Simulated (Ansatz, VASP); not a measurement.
**One calculation of Ca, two programs**

```xyz
1
Lattice="3.5202 0.0000 0.0000 0.0000 3.5202 0.0000 0.0000 0.0000 3.5202" Properties=species:S:1:pos:R:3 pbc="T T T"
Ca    0.0000    0.0000    0.0000
```

Alike in both runs: functional PBE; k mesh 13 × 13 × 13; occupations fermi-dirac, width 0.05 eV; no spin polarisation.

Ansatz relaxed the structure, and its values are those at the end. VASP's run is a single point on that final structure, the one shown.

|  | VASP | Ansatz |
| --- | --- | --- |
| version | VASP 6.6.1 | Ansatz 0.2.0 |
| potentials or method | VASP PAW PBE potentials, release 64 (Ca_sv) | PAW with Ansatz's default frozen-core files, scalar-relativistic |
| plane-wave cutoff (eV) | 520 | 420 |
| valence electrons in the cell | 10 | 10 |

```tsv
	VASP	Ansatz	Ansatz less VASP
pressure (GPa)	0.0	0.0	+0.01
```

The functional is the same, so the differences come from potentials, cutoffs and numerics.
